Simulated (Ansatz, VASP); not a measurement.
Pb: VASP beside Ansatz

INCAR

```
PREC = Accurate
ENCUT = 600
EDIFF = 1E-7
ISMEAR = 0
SIGMA = 0.1
LREAL = False
LASPH = True
NELM = 60
ALGO = Fast
ISIF = 3
LWAVE = False
LCHARG = False
GGA = PE
IBRION = 2
NSW = 80
EDIFFG = -0.01
```

KPOINTS

```
Automatic mesh
0
Gamma
  10 10 10
```

Contents of POSCAR:

```
Pb
1.0
    0.0000000000      3.5350318328      3.5350318328
    3.5350318328      0.0000000000      3.5350318328
    3.5350318328      3.5350318328      0.0000000000
Pb
2
Direct
    0.2500000000      0.2500000000      0.2500000000
    0.0000000000      0.0000000000      0.0000000000
```

Input for Ansatz:

```yaml
crystal:
  lattice:
    - [0.0, 3.5350318328, 3.5350318328]
    - [3.5350318328, 0.0, 3.5350318328]
    - [3.5350318328, 3.5350318328, 0.0]
  atoms:
    - { symbol: Pb, position: [0.25, 0.25, 0.25] }
    - { symbol: Pb, position: [0.0, 0.0, 0.0] }
basis:
  ecutwfc: 420
kpoints:
  mp_grid: { grid: [10, 10, 10] }
hamiltonian:
  xc: pbe
scf:
  occupations: { method: gaussian, width: 0.1 }
output:
  forces: true
  stress: true
  eigenvalues: true
  write_density: true
  write_potential: true
  elf: true
  volumetric_format: npy
relax:
  adjacent_minimum: "off"
  f_tol: 0.01
  max_steps: 60
  cell: { stress_tol: 0.1 }
```

Alike in both runs: task relaxation of cell and atoms; functional PBE; k mesh 10 × 10 × 10; occupations gaussian, width 0.1 eV; no spin polarisation.

|  | VASP | Ansatz |
| --- | --- | --- |
| version | VASP 6.6.1 | Ansatz 0.2.0 |
| potentials or method | VASP PAW PBE potentials, release 64 (Pb_d), cutoff 600 eV | scalar-relativistic, plane waves, PAW |
| valence electrons in the cell | 28 | 28 |

|  | VASP | Ansatz | Ansatz less VASP |
| --- | --- | --- | --- |
| gap on the k mesh at the Fermi level, each at its own relaxed structure (eV) | none | none | - |
| relaxed volume (Å³/atom) | 43.93 | 43.92 | -0.005 |
| relaxed length of the cell vector where the two differ most in proportion (Å) | 4.990 | 4.990 | -0.0002 |

A gap of «none» marks a metal or a gap that the smearing closes.

Neither program's run includes spin-orbit coupling.
